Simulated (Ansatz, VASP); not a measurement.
**Two plane-wave programs on MnO**

```
CELL_PARAMETERS angstrom
0.00000 2.22200 2.22200
2.22200 0.00000 2.22200
2.22200 2.22200 0.00000
ATOMIC_POSITIONS crystal
Mn 0.00000 0.00000 0.00000
O 0.50000 0.50000 0.50000
```

Alike in both runs: functional PBE; k mesh 10 × 10 × 10; occupations fermi-dirac, width 0.05 eV; collinear spin; Hubbard terms Mn d U = 6.0 eV.

|  | VASP | Ansatz |
| --- | --- | --- |
| version | VASP 6.6.1 | Ansatz 0.2.0 |
| potentials or method | VASP PAW PBE potentials, release 64 (Mn_sv, O) | Ansatz PAW |
| plane-wave cutoff (eV) | 700 | 420 |
| valence electrons in the cell | 21 | 21 |
| task | single point | projected density of states |

```csv
,VASP,Ansatz,Ansatz less VASP
gap on the k mesh at the Fermi level (eV),0.63,0.44,-0.186
least direct gap on the mesh (eV),2.76,2.55,-0.208
pressure (GPa),7.4,11.9,+4.54
net moment per atom (μB),2.50,2.50,0.000
size of the moment on the site where the two differ most (μB),4.60,4.31,-0.287
```

Site moments also hang on the region over which each program counts them. The programs project onto different local orbitals, so the same U acts differently, and such runs can settle in different states.

Noted on Ansatz's run: the magnetic or orbital state may not be the lowest.
